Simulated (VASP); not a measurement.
# Sn (Im-3m) in VASP: a series of runs

The runs below take Sn through single point, with PBEsol.

Everything below comes from runs of VASP 6.6.1. Logs are shortened: lines on timing, memory, paths and dates and some standing lists are left out, and cuts for length are marked.

## (1) The cell of the first run

It takes space group Im-3m (No. 229, cubic). Conventional cell: a = 3.821 Å, b = 3.821 Å, c = 3.821 Å, α = 90.00°, β = 90.00°, γ = 90.00°. Sn (site symmetry m-3m) has 14 Sn at 3.31 to 3.82 Å within 4.4 Å.

## (2) Single point, PBEsol

File INCAR:

```
PREC     = Accurate       # precision mode
ENCUT    = 520            # plane-wave cutoff, eV
EDIFF    = 1E-7           # SCF threshold, eV
ISMEAR   = -1             # smearing method
SIGMA    = 0.1            # smearing width, eV
LREAL    = F              # projectors in reciprocal space
LASPH    = T              # aspherical terms in the spheres
NELM     = 60             # most SCF steps
ALGO     = Normal         # electronic algorithm
ISIF     = 2              # what is computed and relaxed
LWAVE    = F              # write WAVECAR
LCHARG   = T              # write CHGCAR
GGA      = PS             # functional
LELF     = T              # ELF
LVHAR    = T            
NBANDS   = 13             # bands
```

File KPOINTS:

```
Automatic mesh
0
Gamma
  11 11 11
```

File POSCAR:

```
Sn
1.0
   -1.9103089746      1.9103089746      1.9103089746
    1.9103089746     -1.9103089746      1.9103089746
    1.9103089746      1.9103089746     -1.9103089746
Sn
1
Direct
    0.0000000000      0.0000000000      0.0000000000
```

Potentials or basis: VASP PAW PBE potentials, release 64 (Sn_d).

The run is started by

```bash
> cat potpaw_PBE.64/Sn_d/POTCAR > POTCAR
> mpirun -np 1 vasp_std > vasp.out
```

OUTCAR:

```text
PREC = Accurate
   ENCUT = 520
   EDIFF = 1E-7
   ISMEAR = -1
   LREAL = F
   LASPH = T
   NELM = 60
   ISIF = 2
   GGA = PS

 ion  position               nearest neighbor table
   1  0.000  0.000  0.000-

  LATTYP: Found a body centered cubic cell.
 ALAT       =     3.8206179492

  Lattice vectors:

 A1 = (  -1.9103089746,   1.9103089746,   1.9103089746)
 A2 = (   1.9103089746,  -1.9103089746,   1.9103089746)
 A3 = (   1.9103089746,   1.9103089746,  -1.9103089746)

Analysis of symmetry for initial positions (statically):
=====================================================================
 Subroutine PRICEL returns:
 Original cell was already a primitive cell.

 Routine SETGRP: Setting up the symmetry group for a
 body centered cubic supercell.

 Subroutine GETGRP returns: Found 48 space group operations
 (whereof 48 operations were pure point group operations)
 out of a pool of 48 trial point group operations.

The static configuration has the point symmetry O_h .

Analysis of symmetry for dynamics (positions and initial velocities):
=====================================================================
 Subroutine PRICEL returns:
 Original cell was already a primitive cell.

 Routine SETGRP: Setting up the symmetry group for a
 body centered cubic supercell.

 Subroutine GETGRP returns: Found 48 space group operations
 (whereof 48 operations were pure point group operations)
 out of a pool of 48 trial point group operations.

The dynamic configuration has the point symmetry O_h .

 Subroutine INISYM returns: Found 48 space group operations
 (whereof 48 operations are pure point group operations),
 and found     1 'primitive' translations

----------------------------------------------------------------------------------------

                                     Primitive cell

  volume of cell :      27.8850

  direct lattice vectors                    reciprocal lattice vectors
    -1.910308975  1.910308975  1.910308975     0.000000000  0.261737764  0.261737764
     1.910308975 -1.910308975  1.910308975     0.261737764  0.000000000  0.261737764
     1.910308975  1.910308975 -1.910308975     0.261737764  0.261737764  0.000000000

  length of vectors
     3.308752202  3.308752202  3.308752202     0.370153096  0.370153096  0.370153096

  position of ions in fractional coordinates (direct lattice)
     0.000000000  0.000000000  0.000000000

  ion indices of the primitive-cell ions
   primitive index   ion index
                 1           1

[... 81 lines left out ...]
   PSTRESS=    0.0 pullay stress
   NELECT =      14.0000    total number of electrons
   NUPDOWN=      -1.0000    fix difference up-down
   EMIN   =  10.00;   EMAX   =-10.00  energy-range for DOS
   EFERMI =   0.00;   METHOD = LEGACY
   ISMEAR =    -1;   SIGMA  =   0.10  broadening in eV -4-tet -1-fermi 0-gaus
   EFERMI_NEDOS =   21; number of points for ismear=-14 and -15
   IALGO  =     38    algorithm
   IMIX   =      4    mixing-type and parameters
     AMIX     =   0.40;   BMIX     =  1.00
     AMIX_MAG =   1.60;   BMIX_MAG =  1.00
  volume/ion in A,a.u.               =      27.89       188.18
  Fermi-wavevector in a.u.,A,eV,Ry     =   1.301150  2.458816 23.034531  1.692990
  Thomas-Fermi vector in A             =   2.432302
   LORBIT       =      0    0 simple, 1 ext, 2 COOP (PROOUT), +10 PAW based schemes
   GGA     = PS    functional components
   LHFCALC =     F    Hartree Fock is set to
   AEXX    =    0.0000 exact exchange contribution
   IVDW    =     0    specifies the selected vdW correction
   LEPSILON=     F    determine dielectric tensor
   LRPA    =     F    only Hartree local field effects (RPA)
 non-spin polarized calculation
  energy-cutoff  :      520.00
  volume of cell :       27.89
 maximum number of plane-waves:       767
 NGX is ok and might be reduce to    28
   NGX = 13   NGY = 13   NGZ = 13

 number of electron      13.9999998 magnetization

 Free energy of the ion-electron system (eV)
  ---------------------------------------------------
  ext. energy  EPLUGINS =         0.00000000
  ---------------------------------------------------
  free energy    TOTEN  =        -4.21765011 eV

  energy without entropy =       -4.19801318  energy(sigma->0) =       -4.20783164

 E-fermi :   7.6295     XC(G=0): -10.3850

 val. band max:        7.6169775887   @ k =  -0.2727   0.3636   0.1818
 cond. band min:       7.6625738656   @ k =  -0.4545   0.4545   0.3636
 fundamental gap:      0.0455962769
 Fermi energy:         7.6295423384

 k-point     1 :       0.0000    0.0000    0.0000
  band No.  band energies     occupation
      1     -13.8038      2.00000
      2     -13.8038      2.00000
      3     -13.8038      2.00000
      4     -13.6743      2.00000
      5     -13.6743      2.00000
      6      -3.2906      2.00000
      7      15.3410      0.00000
      8      15.3410      0.00000
      9      15.3410      0.00000
     10      19.6894      0.00000
     11      19.6894      0.00000
     12      19.6894      0.00000
     13      20.1905      0.00000
[... 354 lines left out ...]
  band No.  band energies     occupation
      1     -13.8151      2.00000
      2     -13.7548      2.00000
      3     -13.6834      2.00000
      4     -13.6801      2.00000
      5     -13.6491      2.00000
      6       1.8136      2.00000
      7       4.2574      2.00000
      8       7.5162      1.51312
      9       9.7561      0.00000
     10      19.5793      0.00000
     11      21.3431      0.00000
     12      22.7373      0.00000
     13      23.2908      0.00000

 [... further k-points ...]

------------------------ aborting loop because EDIFF is reached ----------------------------------------

  FORCE on cell =-STRESS in cart. coord.  units (eV):
  Direction    XX          YY          ZZ          XY          YZ          ZX
  --------------------------------------------------------------------------------------
  -------------------------------------------------------------------------------------
  Total       -0.4981776     -0.4981776     -0.4981776     -0.0000000      0.0000000      0.0000000
  in kB      -28.6235821    -28.6235821    -28.6235821     -0.0000000      0.0000000      0.0000000
  external PRESSURE =     -28.6235821 kB  Pullay stress =       0.0000000 kB

 VOLUME and BASIS-vectors are now :
 -----------------------------------------------------------------------------
  energy-cutoff  :      520.00
  volume of cell :       27.89
      direct lattice vectors                 reciprocal lattice vectors
    -1.910308975  1.910308975  1.910308975     0.000000000  0.261737764  0.261737764
     1.910308975 -1.910308975  1.910308975     0.261737764  0.000000000  0.261737764
     1.910308975  1.910308975 -1.910308975     0.261737764  0.261737764  0.000000000

 POSITION                                       TOTAL-FORCE (eV/Angst)
 -----------------------------------------------------------------------------------
      0.00000      0.00000      0.00000        -0.000000      0.000000     -0.000000
 -----------------------------------------------------------------------------------
    total drift:                               -0.000000     -0.000000      0.000000

  FREE ENERGIE OF THE ION-ELECTRON SYSTEM (eV)
  ---------------------------------------------------
  free  energy   TOTEN  =        -4.2176501067 eV

  energy  without entropy=       -4.1980131790  energy(sigma->0) =       -4.20783164
```

It took 23 s on 1 thread of AMD EPYC 7R43 (Zen 3), shared host; peak memory 0.12 GiB.

What came out:

```yaml
Free_energy: -4.2177 eV
Pressure: -2.9 GPa
Band_gap_on_the_k_mesh: zero (band 7 reaches 15.34 eV, above the bottom of band 8 at 5.32 eV)
```

Caveat: the PAW data sets were made with another functional, which shifts forces and pressure a little; spin-orbit coupling is left out, which moves the levels of the heavy elements.

## (3) Single point, PBEsol

This run uses another cell than the first one, of 28.57 Å³/atom, 1.024 times its volume.

File INCAR:

```
SYSTEM = Sn
PREC = Accurate
ENCUT = 520
EDIFF = 1E-6
ISMEAR = -1
SIGMA = 0.1
LREAL = .False.
LASPH = .True.
NELM = 60
ALGO = Normal
ISIF = 2
LWAVE = .False.
LCHARG = .False.
GGA = PS
NBANDS = 13
```

File KPOINTS:

```
Automatic mesh
0
Gamma
  11 11 11
  0 0 0
```

File POSCAR:

```
Sn
1.0
   -1.9257153574      1.9257153574      1.9257153574
    1.9257153574     -1.9257153574      1.9257153574
    1.9257153574      1.9257153574     -1.9257153574
Sn
1
Direct
    0.0000000000      0.0000000000      0.0000000000
```

Potentials or basis: VASP PAW PBE potentials, release 64 (Sn_d).

The run is started by

```bash
> cat potpaw_PBE.64/Sn_d/POTCAR > POTCAR
> mpirun -np 1 vasp_std > vasp.out
```

Run time: 28 s. Hardware: 1 thread of AMD EPYC 7R43 (Zen 3), shared host; peak memory 0.13 GiB.

The run converged. Its results:

```yaml
Free_energy: -4.2038 eV
Pressure: -3.8 GPa
Band_gap_on_the_k_mesh: zero (band 7 reaches 14.85 eV, above the bottom of band 8 at 5.11 eV)
```

Levels at points of the mesh, in eV from the Fermi level:
```tsv
k point	band 5	band 6	band 7	band 8	band 9	band 10
(0.00, 0.00, 0.00)	-21.31	-10.76	7.49	7.49	7.49	12.00
```

Caveat: the PAW data sets were made with another functional, which shifts forces and pressure a little; spin-orbit coupling is left out, which moves the levels of the heavy elements.

## (4) Single point, PBEsol

This run uses another cell than the first one, of 29.25 Å³/atom, 1.049 times its volume.

File INCAR:

```
PREC     = Accurate       # precision mode
ENCUT    = 520            # plane-wave cutoff, eV
EDIFF    = 1E-6           # SCF threshold, eV
ISMEAR   = -1             # smearing method
SIGMA    = 0.1            # smearing width, eV
LREAL    = F              # projectors in reciprocal space
LASPH    = T              # aspherical terms in the spheres
NELM     = 80             # most SCF steps
ALGO     = Normal         # electronic algorithm
ISIF     = 2              # what is computed and relaxed
LWAVE    = F              # write WAVECAR
LCHARG   = T              # write CHGCAR
GGA      = PS             # functional
LELF     = T              # ELF
LVHAR    = T            
NBANDS   = 13             # bands
```

File KPOINTS:

```
Automatic mesh
0
Gamma
  11 11 11
```

File POSCAR:

```
Sn
1.0
   -1.9408790948      1.9408790948      1.9408790948
    1.9408790948     -1.9408790948      1.9408790948
    1.9408790948      1.9408790948     -1.9408790948
Sn
1
Direct
    0.0000000000      0.0000000000      0.0000000000
```

The run is started by

```bash
> cat potpaw_PBE.64/Sn_d/POTCAR > POTCAR
> mpirun -np 1 vasp_std > vasp.out
```

Wall time 29 s (1 thread of AMD EPYC 7R43 (Zen 3), shared host); peak memory 0.13 GiB.

The run converged. Its results:

* Free energy: -4.1862 eV
* Pressure: -4.6 GPa
* Band gap on the k mesh: zero (band 7 reaches 14.37 eV, above the bottom of band 8 at 4.92 eV)

Levels at points of the mesh, in eV from the Fermi level:
```csv
k point,band 4,band 5,band 6,band 7,band 8,band 9,band 10,band 11
"(0.00, 0.00, 0.00)",-21.31,-21.31,-10.60,7.29,7.29,7.29,11.95,11.95
```

Caveat: the PAW data sets were made with another functional, which shifts forces and pressure a little; spin-orbit coupling is left out, which moves the levels of the heavy elements.

## (5) Single point, PBEsol

This run uses another cell than the first one, of 29.93 Å³/atom, 1.073 times its volume.

File INCAR:

```
SYSTEM = Sn
PREC = Accurate
ENCUT = 520
EDIFF = 1E-6
ISMEAR = -1
SIGMA = 0.1
LREAL = .FALSE.
LASPH = .TRUE.
NELM = 60
ALGO = Normal
ISIF = 2
LWAVE = .FALSE.
LCHARG = .TRUE.
GGA = PS
LELF = .TRUE.
LVHAR = .TRUE.
NBANDS = 13
```

File KPOINTS:

```
Automatic mesh
0
G
  11 11 11
  0 0 0
```

File POSCAR:

```
Sn
1.0
   -1.9558095207      1.9558095207      1.9558095207
    1.9558095207     -1.9558095207      1.9558095207
    1.9558095207      1.9558095207     -1.9558095207
Sn
1
Direct
    0.0000000000      0.0000000000      0.0000000000
```

The run is started by

```bash
> cat potpaw_PBE.64/Sn_d/POTCAR > POTCAR
> mpirun -np 1 vasp_std > vasp.out
```

Run time: 34 s. Hardware: 1 thread of AMD EPYC 7R43 (Zen 3), shared host; peak memory 0.13 GiB.

It converged, with:

| Item | Value |
| --- | --- |
| Free energy | -4.1654 eV |
| Pressure | -5.3 GPa |
| Band gap on the k mesh | zero (band 7 reaches 13.92 eV, above the bottom of band 8 at 4.73 eV) |

Levels at points of the mesh, in eV from the Fermi level:
```
           k point  band 4  band 5  band 6  band 7  band 8  band 9  band 10  band 11
(0.00, 0.00, 0.00)  -21.32  -21.32  -10.45    7.09    7.09    7.09    11.89    11.89
```

Caveat: the PAW data sets were made with another functional, which shifts forces and pressure a little; spin-orbit coupling is left out, which moves the levels of the heavy elements.

## (6) Overview

| cell | gap on the mesh (eV) | pressure (GPa) |
| --- | --- | --- |
| a = 3.309 Å, angles 109.5°, 1 atom | none | -2.9 |
| a = 3.335 Å, angles 109.5°, 1 atom | none | -3.8 |
| a = 3.362 Å, angles 109.5°, 1 atom | none | -4.6 |
| a = 3.388 Å, angles 109.5°, 1 atom | none | -5.3 |

Alike in all rows: task single point; level PBEsol; potentials or basis VASP PAW PBE potentials, release 64 (Sn_d); no spin polarisation; k mesh 11 × 11 × 11; cutoff (eV) 520; smearing fermi-dirac 0.1 eV.

Caveats: the PAW data sets were made with another functional, which shifts forces and pressure a little; spin-orbit coupling is left out, which moves the levels of the heavy elements.

Absolute energies hang on the potentials; compare differences alone.
